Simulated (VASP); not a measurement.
Al, 8 atoms in the cell. Symmetry: Cm, No. 8, monoclinic system. Conventional cell: a = 9.087 Å, b = 6.425 Å, c = 6.425 Å, α = 90.00°, β = 135.00°, γ = 90.00°. Al (site symmetry m) has 4 Al at 1.96 to 2.68 Å within 2.7 Å. Within 2.6 Å of Al (site symmetry 1) lie 1 Al at 1.96 Å. Al (site symmetry 1) has 14 Al at 2.78 to 3.21 Å within 3.7 Å. Al (site symmetry m) has 13 Al at 2.68 to 3.21 Å within 3.5 Å. Al (site symmetry m) has 15 Al at 2.78 to 3.42 Å within 3.7 Å. Within 3.3 Å of Al (site symmetry m) lie 13 Al at 2.38 to 3.21 Å.  This cell differs from its parent crystal: atom 1 (Al) moved by -0.936 Å along [1 0 0] and -0.702 Å along [0 1 0].

| Quantity | Value |
| --- | --- |
| Program | VASP 6.6.1 |
| Task | single point |
| Functional | PBEsol |
| Potentials or basis | VASP PAW PBE potentials, release 64 (Al) |
| Cutoff | 520 eV |
| k mesh | 10 × 10 × 10 |
| Occupations | gaussian, width 0.15 eV |
| Spin | no spin polarisation |
| Dipole correction | no |
| Further INCAR settings | ALGO = Fast; EDIFF = 1e-06; NBANDS = 22 |

Potentials or basis: VASP PAW PBE potentials, release 64 (Al).

Command:

```console
$ cat potpaw_PBE.64/Al/POTCAR > POTCAR
$ mpirun -np 1 vasp_std > vasp.out
```

Hardware: 1 thread of Intel(R) Xeon(R) Platinum 8488C (Sapphire Rapids), with other jobs on the host.

Task: How long does it take, and how much memory?

Result: Wall time 10 min on 1 thread of Intel(R) Xeon(R) Platinum 8488C (Sapphire Rapids), with other jobs on the host, peak memory 0.65 GiB. Counts: scf iterations 14, k points 282.
